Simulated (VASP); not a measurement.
Wanted: the native input for a VASP 6.6.1 run.

* Task: single point
* Functional: PBE
* Dispersion: D3(BJ)
* Potentials or basis: VASP PAW PBE potentials, release 64 (Al, As)
* Cutoff: 500 eV
* k mesh: 8 × 8 × 8
* Occupations: gaussian, width 0.02 eV
* Spin: no spin polarisation
* Dipole correction: no
* Further INCAR settings: ALGO = Normal; EDIFF = 1e-06; NBANDS = 11

The structure of AlAs (d.b) lies in POSCAR:

```
AlAs
1.0
    0.0000000000      2.8321860547      2.8321860547
    2.8321860547      0.0000000000      2.8321860547
    2.8321860547      2.8321860547      0.0000000000
Al As
1 1
Direct
    0.0000000000      0.0000000000      0.0000000000
    0.2500000000      0.2500000000      0.2500000000
```

The input as run:

INCAR

```
SYSTEM = AlAs
PREC     = Accurate       ! precision mode
ENCUT    = 500            ! plane-wave cutoff, eV
EDIFF    = 1E-6           ! SCF threshold, eV
ISMEAR   = 0              ! smearing method
SIGMA    = 0.02           ! smearing width, eV
LREAL    = .False.        ! projectors in reciprocal space
LASPH    = .True.         ! aspherical terms in the spheres
NELM     = 120            ! most SCF steps
ALGO     = Normal         ! electronic algorithm
ISIF     = 2              ! what is computed and relaxed
LWAVE    = .False.        ! write WAVECAR
LCHARG   = .True.         ! write CHGCAR
GGA      = PE             ! functional
IVDW     = 12             ! dispersion correction
LELF     = .True.         ! ELF
LVHAR    = .True.       
NBANDS   = 11             ! bands
GGA_COMPAT= .False.
```

KPOINTS

```
Automatic mesh
0
Gamma
  8 8 8
  0 0 0
```

Potentials or basis: VASP PAW PBE potentials, release 64 (Al, As).

Launch:

```bash
$ cat potpaw_PBE.64/Al/POTCAR potpaw_PBE.64/As/POTCAR > POTCAR
$ mpirun -np 1 vasp_std > vasp.out
```

It gave:

- Pressure: 0.2 GPa
- Band gap on the k mesh: 1.44 eV, indirect (least direct gap 2.05 eV)
- Dispersion energy per atom: -0.317 eV

Wall time 6.7 s on 1 thread of Intel(R) Xeon(R) 6975P-C (Granite Rapids), on a shared host, peak memory 0.18 GiB.
